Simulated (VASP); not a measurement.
# ZnF2 (P4_2/mnm) in VASP: single point with PBE

Aim: the single point of ZnF2 with PBE.

Everything below comes from runs of VASP 6.6.1. Logs are shortened: lines on timing, memory, paths and dates and some standing lists are left out, and cuts for length are marked.

### 1 The cell of the first run

Symmetry: P4_2/mnm, No. 136, tetragonal system. Conventional cell: a = 4.704 Å, b = 4.704 Å, c = 3.134 Å, α = 90.00°, β = 90.00°, γ = 90.00°. Within 2.7 Å of Zn (site symmetry mmm) lie 6 F at 2.02 to 2.04 Å. F (site symmetry m2m) has 3 Zn at 2.02 to 2.04 Å and 1 F at 2.61 Å within 2.7 Å.

### 2 Single point, PBE

File INCAR:

```
SYSTEM = ZnF2
PREC = Accurate
ENCUT = 600
EDIFF = 1E-6
ISMEAR = -1
SIGMA = 0.01
LREAL = .False.
LASPH = .True.
NELM = 120
ALGO = Normal
ISIF = 2
LWAVE = .False.
LCHARG = .False.
GGA = PE
NBANDS = 35
GGA_COMPAT = .False.
```

File KPOINTS:

```
regular mesh
0
Gamma
  4 4 6
  0 0 0
```

File POSCAR:

```
ZnF2
1.0
    4.7038000000      0.0000000000      0.0000000000
    0.0000000000      4.7038000000      0.0000000000
    0.0000000000      0.0000000000      3.1336000000
Zn F
2 4
Direct
    0.0000000000      0.0000000000      0.0000000000
    0.5000000000      0.5000000000      0.5000000000
    0.3035000000      0.3035000000      0.0000000000
    0.1965000000      0.8035000000      0.5000000000
    0.6965000000      0.6965000000      0.0000000000
    0.8035000000      0.1965000000      0.5000000000
```

Potentials or basis: VASP PAW PBE potentials, release 64 (Zn, F).

Command:

```
$ cat potpaw_PBE.64/Zn/POTCAR potpaw_PBE.64/F/POTCAR > POTCAR
$ mpirun -np 1 vasp_std > vasp.out
```

OUTCAR:

```text
SYSTEM = ZnF2
   PREC = Accurate
   ENCUT = 600
   EDIFF = 1E-6
   ISMEAR = -1
   LREAL = .False.
   LASPH = .True.
   NELM = 120
   ISIF = 2
   GGA = PE

 ion  position               nearest neighbor table
   1  0.000  0.000  0.000-   3 2.02   5 2.02   4 2.04   6 2.04   4 2.04   6 2.04
   2  0.500  0.500  0.500-   4 2.02   6 2.02   5 2.04   3 2.04   3 2.04   5 2.04
   3  0.303  0.303  0.000-   1 2.02   2 2.04   2 2.04
   4  0.197  0.803  0.500-   2 2.02   1 2.04   1 2.04
   5  0.697  0.697  0.000-   1 2.02   2 2.04   2 2.04
   6  0.803  0.197  0.500-   2 2.02   1 2.04   1 2.04

  LATTYP: Found a simple tetragonal cell.
 ALAT       =     4.7038000000
 C/A-ratio  =     0.6661847868

  Lattice vectors:

 A1 = (   4.7038000000,   0.0000000000,   0.0000000000)
 A2 = (   0.0000000000,   4.7038000000,   0.0000000000)
 A3 = (   0.0000000000,   0.0000000000,   3.1336000000)

Analysis of symmetry for initial positions (statically):
=====================================================================
 Subroutine PRICEL returns:
 Original cell was already a primitive cell.

 Routine SETGRP: Setting up the symmetry group for a
 simple tetragonal supercell.

 Subroutine GETGRP returns: Found 16 space group operations
 (whereof  8 operations were pure point group operations)
 out of a pool of 16 trial point group operations.

The static configuration has the point symmetry D_2h.
 The point group associated with its full space group is D_4h.

Analysis of symmetry for dynamics (positions and initial velocities):
=====================================================================
 Subroutine PRICEL returns:
 Original cell was already a primitive cell.

 Routine SETGRP: Setting up the symmetry group for a
 simple tetragonal supercell.

 Subroutine GETGRP returns: Found 16 space group operations
 (whereof  8 operations were pure point group operations)
 out of a pool of 16 trial point group operations.

The dynamic configuration has the point symmetry D_2h.
 The point group associated with its full space group is D_4h.

 Subroutine INISYM returns: Found 16 space group operations
 (whereof  8 operations are pure point group operations),
 and found     1 'primitive' translations

----------------------------------------------------------------------------------------

                                     Primitive cell

  volume of cell :      69.3332

  direct lattice vectors                    reciprocal lattice vectors
     4.703800000  0.000000000  0.000000000     0.212594073  0.000000000  0.000000000
     0.000000000  4.703800000  0.000000000     0.000000000  0.212594073  0.000000000
     0.000000000  0.000000000  3.133600000     0.000000000  0.000000000  0.319121777

  length of vectors
     4.703800000  4.703800000  3.133600000     0.212594073  0.212594073  0.319121777

  position of ions in fractional coordinates (direct lattice)
     0.000000000  0.000000000  0.000000000
     0.500000000  0.500000000  0.500000000
     0.303500000  0.303500000  0.000000000
     0.196500000  0.803500000  0.500000000
     0.696500000  0.696500000  0.000000000
     0.803500000  0.196500000  0.500000000

  ion indices of the primitive-cell ions
   primitive index   ion index
                 1           1
                 2           2
                 3           3
                 4           4
                 5           5
                 6           6

----------------------------------------------------------------------------------------

 KPOINTS: regular mesh

Automatic generation of k-mesh.
 Grid dimensions read from file:
 generate k-points for:    4    4    6

 Generating k-lattice:

  Cartesian coordinates                     Fractional coordinates (reciprocal lattice)
     0.053148518  0.000000000  0.000000000     0.250000000  0.000000000  0.000000000
     0.000000000  0.053148518  0.000000000     0.000000000  0.250000000  0.000000000
     0.000000000  0.000000000  0.053186963     0.000000000  0.000000000  0.166666667

  Length of vectors
     0.053148518  0.053148518  0.053186963

  Shift w.r.t. Gamma in fractional coordinates (k-lattice)
     0.000000000  0.000000000  0.000000000

 Subroutine IBZKPT returns following result:
 ===========================================

 Found     24 irreducible k-points:

 Following reciprocal coordinates:
            Coordinates               Weight
  0.000000  0.000000  0.000000      1.000000
  0.250000  0.000000  0.000000      4.000000
  0.500000  0.000000  0.000000      2.000000
  0.250000  0.250000  0.000000      4.000000
  0.500000  0.250000  0.000000      4.000000
  0.500000  0.500000  0.000000      1.000000
[... 16 lines left out ...]
  0.500000  0.250000  0.500000      4.000000
  0.500000  0.500000  0.500000      1.000000
   k-points           NKPTS =     24   k-points in BZ     NKDIM =     24   number of bands    NBANDS=     35
   number of dos      NEDOS =    301   number of ions     NIONS =      6
   total plane-waves  NPLWV =  44800
   dimension x,y,z NGX =    40 NGY =   40 NGZ =   28
   dimension x,y,z NGXF=    80 NGYF=   80 NGZF=   56
   ions per type =               2   4
   NGX,Y,Z   is equivalent  to a cutoff of  14.14, 14.14, 14.85 a.u.
   NGXF,Y,Z  is equivalent  to a cutoff of  28.27, 28.27, 29.71 a.u.
 SYSTEM =  ZnF2
   PREC   = accura    normal or accurate (medium, high low for compatibility)
   ISTART =      0    job   : 0-new  1-cont  2-samecut
   ICHARG =      2    charge: 1-file 2-atom 10-const
   ISPIN  =      1    spin polarized calculation?
   LNONCOLLINEAR =      F non collinear calculations
   LSORBIT =      F    spin-orbit coupling
   LASPH  =      T    aspherical Exc in radial PAW
   ENCUT  =  600.0 eV  44.10 Ry    6.64 a.u.   9.39  9.39  6.26*2*pi/ulx,y,z
   NELM   =    120;   NELMIN=  2; NELMDL= -5     # of ELM steps
   EDIFF  = 0.1E-05   stopping-criterion for ELM
   LREAL  =      F    real-space projection
   EDIFFG = 0.1E-04   stopping-criterion for IOM
   NSW    =      0    number of steps for IOM
   IBRION =     -1    ionic relax: 0-MD 1-quasi-New 2-CG
   NFREE  =      0    steps in history (QN), initial steepest desc. (CG)
   ISIF   =      2    stress and relaxation
   ISYM   =      2    0-nonsym 1-usesym 2-fastsym
   POTIM  = 0.5000    time-step for ionic-motion
   TEBEG  =    0.0;   TEEND  =   0.0 temperature during run
   PSTRESS=    0.0 pullay stress
   NELECT =      52.0000    total number of electrons
   NUPDOWN=      -1.0000    fix difference up-down
   EMIN   =  10.00;   EMAX   =-10.00  energy-range for DOS
   EFERMI =   0.00;   METHOD = LEGACY
   ISMEAR =    -1;   SIGMA  =   0.01  broadening in eV -4-tet -1-fermi 0-gaus
   EFERMI_NEDOS =   21; number of points for ismear=-14 and -15
   IALGO  =     38    algorithm
   IMIX   =      4    mixing-type and parameters
     AMIX     =   0.40;   BMIX     =  1.00
     AMIX_MAG =   1.60;   BMIX_MAG =  1.00
  volume/ion in A,a.u.               =      11.56        77.98
  Fermi-wavevector in a.u.,A,eV,Ry     =   1.487404  2.810785 30.101119  2.212370
  Thomas-Fermi vector in A             =   2.600569
   LORBIT       =      0    0 simple, 1 ext, 2 COOP (PROOUT), +10 PAW based schemes
   GGA     = PE    functional components
   LHFCALC =     F    Hartree Fock is set to
   AEXX    =    0.0000 exact exchange contribution
   IVDW    =     0    specifies the selected vdW correction
   LEPSILON=     F    determine dielectric tensor
   LRPA    =     F    only Hartree local field effects (RPA)
 non-spin polarized calculation
  energy-cutoff  :      600.00
  volume of cell :       69.33
 maximum number of plane-waves:      2340
 NGX is ok and might be reduce to    40
   NGX = 19   NGY = 19   NGZ = 13

 number of electron      52.0000006 magnetization

 Free energy of the ion-electron system (eV)
  ---------------------------------------------------
  ext. energy  EPLUGINS =         0.00000000
  ---------------------------------------------------
  free energy    TOTEN  =       -23.16367420 eV

  energy without entropy =      -23.16367420  energy(sigma->0) =      -23.16367420

 E-fermi :  -0.8897     XC(G=0): -10.2782

 val. band max:       -1.1185770756   @ k =   0.0000   0.0000   0.0000
 cond. band min:       2.3890744571   @ k =   0.0000   0.0000   0.0000
 fundamental gap:      3.5076515327
 Fermi energy:        -0.8896749637

 k-point     1 :       0.0000    0.0000    0.0000
  band No.  band energies     occupation
      1     -23.0185      2.00000
      2     -22.2409      2.00000
      3     -22.2409      2.00000
      4     -22.2084      2.00000
      5      -7.3694      2.00000
      6      -6.4815      2.00000
[... 27 lines left out ...]
     34      13.9137      0.00000
     35      13.9137      0.00000

 k-point     2 :       0.2500    0.0000    0.0000
  band No.  band energies     occupation
      1     -22.9247      2.00000
      2     -22.4131      2.00000
      3     -22.2219      2.00000
      4     -22.1611      2.00000
      5      -7.0771      2.00000
      6      -6.3940      2.00000
[... 27 lines left out ...]
     34      14.6653      0.00000
     35      14.9169      0.00000

 k-point     3 :       0.5000    0.0000    0.0000
  band No.  band energies     occupation
      1     -22.6856      2.00000
      2     -22.6856      2.00000
      3     -22.1807      2.00000
      4     -22.1807      2.00000
      5      -6.4688      2.00000
      6      -6.4688      2.00000
[... 27 lines left out ...]
     34      14.5307      0.00000
     35      15.5556      0.00000
[... 723 lines left out ...]
 k-point    23 :       0.5000    0.2500    0.5000
  band No.  band energies     occupation
      1     -22.4078      2.00000
      2     -22.4078      2.00000
      3     -22.2406      2.00000
      4     -22.2406      2.00000
      5      -6.4882      2.00000
      6      -6.4882      2.00000
[... 27 lines left out ...]
     34      12.4431      0.00000
     35      15.0862      0.00000

 k-point    24 :       0.5000    0.5000    0.5000
  band No.  band energies     occupation
      1     -22.4137      2.00000
      2     -22.4137      2.00000
      3     -22.2319      2.00000
      4     -22.2319      2.00000
      5      -6.6376      2.00000
      6      -6.6376      2.00000
[... 27 lines left out ...]
     34      11.5610      0.00000
     35      16.0467      0.00000

------------------------ aborting loop because EDIFF is reached ----------------------------------------

  FORCE on cell =-STRESS in cart. coord.  units (eV):
  Direction    XX          YY          ZZ          XY          YZ          ZX
  --------------------------------------------------------------------------------------
  -------------------------------------------------------------------------------------
  Total        2.7531774      2.7531774      3.1746268      0.0000000      0.0000000      0.0000000
  in kB       63.6214433     63.6214433     73.3604523      0.0000000      0.0000000      0.0000000
  external PRESSURE =      66.8677797 kB  Pullay stress =       0.0000000 kB

 VOLUME and BASIS-vectors are now :
 -----------------------------------------------------------------------------
  energy-cutoff  :      600.00
  volume of cell :       69.33
      direct lattice vectors                 reciprocal lattice vectors
     4.703800000  0.000000000  0.000000000     0.212594073  0.000000000  0.000000000
     0.000000000  4.703800000  0.000000000     0.000000000  0.212594073  0.000000000
     0.000000000  0.000000000  3.133600000     0.000000000  0.000000000  0.319121777

 POSITION                                       TOTAL-FORCE (eV/Angst)
 -----------------------------------------------------------------------------------
      0.00000      0.00000      0.00000        -0.000000      0.000000      0.000000
      2.35190      2.35190      1.56680        -0.000000      0.000000      0.000000
      1.42760      1.42760      0.00000        -0.038134     -0.038134      0.000000
      0.92430      3.77950      1.56680         0.038134     -0.038134      0.000000
      3.27620      3.27620      0.00000         0.038134      0.038134      0.000000
      3.77950      0.92430      1.56680        -0.038134      0.038134      0.000000
 -----------------------------------------------------------------------------------
    total drift:                                0.000000     -0.000000     -0.000000

  FREE ENERGIE OF THE ION-ELECTRON SYSTEM (eV)
  ---------------------------------------------------
  free  energy   TOTEN  =       -23.1636742049 eV

  energy  without entropy=      -23.1636742049  energy(sigma->0) =      -23.16367420
```

It took 45 s on 1 thread of Intel Xeon Platinum 8488C (Sapphire Rapids), shared host; peak memory 0.22 GiB.

Results:

```
Free energy            : -23.1637 eV
Pressure               : 6.7 GPa
Largest force          : 0.054 eV/Å
Band gap on the k mesh : 3.51 eV, direct
```

Forces on the atoms (eV/Å):
```
Zn   0.000  0.000  0.000
Zn   0.000  0.000  0.000
F   -0.038 -0.038  0.000
F    0.038 -0.038  0.000
F    0.038  0.038  0.000
F   -0.038  0.038  0.000
```

Stress tensor (GPa, compression positive):
```
6.36 0.00 0.00
0.00 6.36 0.00
0.00 0.00 7.34
```

Levels at points of the mesh, in eV from the valence-band top:
| k point | band 24 | band 25 | band 26 | band 27 | band 28 | band 29 |
| --- | --- | --- | --- | --- | --- | --- |
| (0.00, 0.00, 0.00) | -0.34 | -0.34 | 0.00 | 3.51 | 9.36 | 9.66 |
| (0.50, 0.00, 0.00) | -0.64 | -0.43 | -0.43 | 6.12 | 6.12 | 10.58 |
| (0.50, 0.50, 0.00) | -1.26 | -0.36 | -0.36 | 7.04 | 7.04 | 9.20 |
| (0.00, 0.00, 0.50) | -1.29 | -1.24 | -1.24 | 8.28 | 8.28 | 11.95 |
| (0.50, 0.00, 0.50) | -1.33 | -0.06 | -0.06 | 8.79 | 8.79 | 10.37 |
| (0.50, 0.50, 0.50) | -1.24 | -0.80 | -0.80 | 8.11 | 8.11 | 11.51 |

Expect the measured gap to be larger: semilocal functionals such as PBE lack the derivative discontinuity.
